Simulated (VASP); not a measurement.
# Te2Pt (P-3m1) in VASP: further runs

The runs below take Te2Pt through single point, with PBE+D3(BJ).

Everything below comes from runs of VASP 6.6.1. Logs are shortened: lines on timing, memory, paths and dates and some standing lists are left out, and cuts for length are marked.

## 1. The cell of the first run

The structure is trigonal, space group P-3m1 (No. 164). The conventional cell has a = 3.953 Å, b = 3.953 Å, c = 4.711 Å, α = 90.00°, β = 90.00°, γ = 120.00°. Within 3.6 Å of Te (site symmetry 3m) lie 3 Pt at 2.64 Å and 6 Te at 3.07 to 3.50 Å. Within 3.5 Å of Pt (site symmetry -3m) lie 6 Te at 2.64 Å.

## 2. Single point, PBE+D3(BJ) (21.25 Å³/atom)

The input, INCAR:

```
  PREC = Accurate
  ENCUT = 500
  EDIFF = 1E-6
  ISMEAR = 0
  SIGMA = 0.1
  LREAL = False
  LASPH = True
  NELM = 120
  ALGO = Normal
  ISIF = 2
  LWAVE = False
  LCHARG = True
  GGA = PE
  IVDW = 12
  LELF = True
  LVHAR = True
  NBANDS = 18
  GGA_COMPAT = False
```

The input, KPOINTS:

```
Automatic mesh
0
Gamma
  12 12 8
```

The input, POSCAR:

```
Te2Pt
1.0
    3.9525524429      0.0000000000      0.0000000000
   -1.9762762214      3.4230108253      0.0000000000
    0.0000000000      0.0000000000      4.7111232224
Te Pt
2 1
Direct
    0.3333333333      0.6666666667      0.2820594406
    0.6666666667      0.3333333333      0.7179405594
    0.0000000000      0.0000000000      0.0000000000
```

Potentials or basis: VASP PAW PBE potentials, release 64 (Te, Pt).

Run with:

```console
$ cat potpaw_PBE.64/Te/POTCAR potpaw_PBE.64/Pt/POTCAR > POTCAR
$ mpirun -np 1 vasp_std > vasp.out
```

OUTCAR:

```text
PREC = Accurate
   ENCUT = 500
   EDIFF = 1E-6
   ISMEAR = 0
   LREAL = False
   LASPH = True
   NELM = 120
   ISIF = 2
   GGA = PE
   IVDW = 12
 IVDW          = 12

 ion  position               nearest neighbor table
   1  0.333  0.667  0.282-   3 2.64   3 2.64   3 2.64   2 3.07   2 3.07   2 3.07   2 3.50   2 3.50
                             2 3.50
   2  0.667  0.333  0.718-   3 2.64   3 2.64   3 2.64   1 3.07   1 3.07   1 3.07   1 3.50   1 3.50
                             1 3.50
   3  0.000  0.000  0.000-   1 2.64   2 2.64   1 2.64   2 2.64   2 2.64   1 2.64

  LATTYP: Found a hexagonal cell.
 ALAT       =     3.9525524429
 C/A-ratio  =     1.1919192194

  Lattice vectors:

 A1 = (   3.9525524429,   0.0000000000,   0.0000000000)
 A2 = (  -1.9762762214,   3.4230108253,   0.0000000000)
 A3 = (   0.0000000000,   0.0000000000,   4.7111232224)

Analysis of symmetry for initial positions (statically):
=====================================================================
 Subroutine PRICEL returns:
 Original cell was already a primitive cell.

 Routine SETGRP: Setting up the symmetry group for a
 hexagonal supercell.

 Subroutine GETGRP returns: Found 12 space group operations
 (whereof 12 operations were pure point group operations)
 out of a pool of 24 trial point group operations.

The static configuration has the point symmetry D_3d.

Analysis of symmetry for dynamics (positions and initial velocities):
=====================================================================
 Subroutine PRICEL returns:
 Original cell was already a primitive cell.

 Routine SETGRP: Setting up the symmetry group for a
 hexagonal supercell.

 Subroutine GETGRP returns: Found 12 space group operations
 (whereof 12 operations were pure point group operations)
 out of a pool of 24 trial point group operations.

The dynamic configuration has the point symmetry D_3d.

 Subroutine INISYM returns: Found 12 space group operations
 (whereof 12 operations are pure point group operations),
 and found     1 'primitive' translations

----------------------------------------------------------------------------------------

                                     Primitive cell

  volume of cell :      63.7398

  direct lattice vectors                    reciprocal lattice vectors
     3.952552443  0.000000000  0.000000000     0.253001071  0.146070236  0.000000000
    -1.976276221  3.423010825  0.000000000     0.000000000  0.292140473  0.000000000
     0.000000000  0.000000000  4.711123222     0.000000000  0.000000000  0.212263605

  length of vectors
     3.952552443  3.952552443  4.711123222     0.292140473  0.292140473  0.212263605

[... 85 lines left out ...]
   NSW    =      0    number of steps for IOM
   IBRION =     -1    ionic relax: 0-MD 1-quasi-New 2-CG
   NFREE  =      0    steps in history (QN), initial steepest desc. (CG)
   ISIF   =      2    stress and relaxation
   ISYM   =      2    0-nonsym 1-usesym 2-fastsym
   POTIM  = 0.5000    time-step for ionic-motion
   TEBEG  =    0.0;   TEEND  =   0.0 temperature during run
   PSTRESS=    0.0 pullay stress
   NELECT =      22.0000    total number of electrons
   NUPDOWN=      -1.0000    fix difference up-down
   EMIN   =  10.00;   EMAX   =-10.00  energy-range for DOS
   EFERMI =   0.00;   METHOD = LEGACY
   ISMEAR =     0;   SIGMA  =   0.10  broadening in eV -4-tet -1-fermi 0-gaus
   EFERMI_NEDOS =   21; number of points for ismear=-14 and -15
   IALGO  =     38    algorithm
   IMIX   =      4    mixing-type and parameters
     AMIX     =   0.40;   BMIX     =  1.00
     AMIX_MAG =   1.60;   BMIX_MAG =  1.00
  volume/ion in A,a.u.               =      21.25       143.38
  Fermi-wavevector in a.u.,A,eV,Ry     =   1.148362  2.170090 17.942493  1.318736
  Thomas-Fermi vector in A             =   2.285038
   LORBIT       =      0    0 simple, 1 ext, 2 COOP (PROOUT), +10 PAW based schemes
   GGA     = PE    functional components
   LHFCALC =     F    Hartree Fock is set to
   AEXX    =    0.0000 exact exchange contribution
   IVDW    =    12    specifies the selected vdW correction
   LEPSILON=     F    determine dielectric tensor
   LRPA    =     F    only Hartree local field effects (RPA)
 non-spin polarized calculation
 Gauss-broadening in eV      SIGMA  =   0.10
  energy-cutoff  :      500.00
  volume of cell :       63.74
 maximum number of plane-waves:      1638
 NGX is ok and might be reduce to    30
   NGX = 15   NGY = 15   NGZ = 17

 number of electron      22.0000003 magnetization

 Free energy of the ion-electron system (eV)
  ---------------------------------------------------
  ext. energy  EPLUGINS =         0.00000000
  ---------------------------------------------------
  free energy    TOTEN  =       -12.98016520 eV

  energy without entropy =      -12.97458997  energy(sigma->0) =      -12.97737758

 E-fermi :  10.8242     XC(G=0): -11.2861

 val. band max:       10.8121008551   @ k =   0.0833   0.0000   0.2500
 cond. band min:      10.8259695033   @ k =   0.3333   0.2500   0.0000
 fundamental gap:      0.0138686481
 Fermi energy:        10.8242235164

 k-point     1 :       0.0000    0.0000    0.0000
  band No.  band energies     occupation
      1      -4.3698      2.00000
      2       0.5707      2.00000
      3       3.3110      2.00000
      4       4.5388      2.00000
      5       4.5388      2.00000
      6       6.7343      2.00000
[... 481 lines left out ...]
      5       5.3102      2.00000
      6       6.1396      2.00000
[... 10 lines left out ...]
     17      18.0112      0.00000
     18      18.5685      0.00000

 [... further k-points ...]

------------------------ aborting loop because EDIFF is reached ----------------------------------------

 Edisp (eV)   -1.93492

 E8    (eV) :    -0.8871

  FORCE on cell =-STRESS in cart. coord.  units (eV):
  Direction    XX          YY          ZZ          XY          YZ          ZX
  --------------------------------------------------------------------------------------
  -------------------------------------------------------------------------------------
  Total       5.22026     5.22026     5.25477     0.00000     0.00000     0.00000
  in kB     131.21759   131.21759   132.08515     0.00000     0.00000     0.00000
  external pressure =      131.51 kB  Pullay stress =        0.00 kB

 VOLUME and BASIS-vectors are now :
 -----------------------------------------------------------------------------
  energy-cutoff  :      500.00
  volume of cell :       63.74
      direct lattice vectors                 reciprocal lattice vectors
     3.952552443  0.000000000  0.000000000     0.253001071  0.146070236  0.000000000
    -1.976276221  3.423010825  0.000000000     0.000000000  0.292140473  0.000000000
     0.000000000  0.000000000  4.711123222     0.000000000  0.000000000  0.212263605

 POSITION                                       TOTAL-FORCE (eV/Angst)
 -----------------------------------------------------------------------------------
     -0.00000      2.28201      1.32882        -0.000000      0.000000     -0.018809
      1.97628      1.14100      3.38231         0.000000     -0.000000      0.018809
      0.00000      0.00000      0.00000        -0.000000      0.000000     -0.000000
 -----------------------------------------------------------------------------------
    total drift:                               -0.000000     -0.000000     -0.000000

  FREE ENERGIE OF THE ION-ELECTRON SYSTEM (eV)
  ---------------------------------------------------
  free  energy   TOTEN  =       -14.9150852982 eV

  energy  without entropy=      -14.9095100724  energy(sigma->0) =      -14.91229769
```

OSZICAR:

```text
N       E                     dE             d eps       ncg     rms          rms(c)
DAV:   1     0.102835675322E+03    0.10284E+03   -0.93670E+03  4756   0.103E+03
DAV:   2    -0.893786997576E+01   -0.11177E+03   -0.10832E+03  5768   0.197E+02
DAV:   3    -0.132786881500E+02   -0.43408E+01   -0.42821E+01  5644   0.383E+01
DAV:   4    -0.133291575994E+02   -0.50469E-01   -0.50438E-01  5812   0.461E+00
DAV:   5    -0.133300841901E+02   -0.92659E-03   -0.92657E-03  5520   0.610E-01    0.158E+01
DAV:   6    -0.130792010463E+02    0.25088E+00   -0.17109E+00  5032   0.108E+01    0.103E+01
DAV:   7    -0.130104752689E+02    0.68726E-01   -0.45826E-01  4910   0.622E+00    0.413E+00
DAV:   8    -0.129803977656E+02    0.30078E-01   -0.77550E-02  5134   0.243E+00    0.777E-01
DAV:   9    -0.129801474799E+02    0.25029E-03   -0.64619E-03  5354   0.576E-01    0.267E-01
DAV:  10    -0.129801651411E+02   -0.17661E-04   -0.54255E-04  5642   0.156E-01    0.864E-02
DAV:  11    -0.129801624372E+02    0.27040E-05   -0.56407E-05  5482   0.424E-02    0.394E-02
DAV:  12    -0.129801658413E+02   -0.34041E-05   -0.40330E-06  5274   0.140E-02    0.271E-02
DAV:  13    -0.129801651976E+02    0.64363E-06   -0.29705E-06  4620   0.129E-02
   1 F= -.14915085E+02 E0= -.14912298E+02  d E =-.557523E-02
```

stdout:

```text
POSCAR found type information on POSCAR TePt
 POSCAR found :  2 types and       3 ions
 scaLAPACK will be used
 LDA part: xc-table for (Slater+PW92), standard interpolation
 POSCAR, INCAR and KPOINTS ok, starting setup
 FFT: planning ... GRIDC
 FFT: planning ... GRID_SOFT
 FFT: planning ... GRID
 WAVECAR not read
 entering main loop
```

It took 64 s on 1 thread of AMD EPYC 9R45 (Zen 5), shared host; peak memory 0.25 GiB.

What came out:

- Free energy: -14.9151 eV
- Pressure: 13.2 GPa
- Largest force: 0.019 eV/Å
- Band gap on the k mesh: zero (bands 11 and 12 overlap by 1.04 eV)
- Dispersion energy per atom: -0.645 eV

Forces in eV/Å, atoms in the order of the input:
```
Te   0.000  0.000 -0.019
Te   0.000  0.000  0.019
Pt   0.000  0.000  0.000
```

Stress tensor (GPa, compression positive):
```
13.12  0.00  0.00
 0.00 13.12  0.00
 0.00  0.00 13.21
```

Levels at points of the mesh, in eV from the Fermi level:
```tsv
k point	band 8	band 9	band 10	band 11	band 12	band 13	band 14	band 15
(0.00, 0.00, 0.00)	-2.89	-0.55	-0.55	0.37	0.37	1.39	2.77	4.83
(0.50, 0.00, 0.00)	-3.75	-3.69	-3.11	-3.07	0.11	3.40	4.24	5.64
(0.00, 0.00, 0.50)	-2.23	-1.90	-1.90	-1.16	2.63	2.63	4.36	4.77
(0.50, 0.00, 0.50)	-3.68	-3.47	-2.28	-0.74	-0.21	1.73	4.81	5.68
```

Caveat: the cell stands under pressure; spin-orbit coupling is left out, which moves the levels of the heavy elements.

[end of part 1 of 2]

The gap in the log of VASP goes by the Fermi energy; the results here count the filled bands.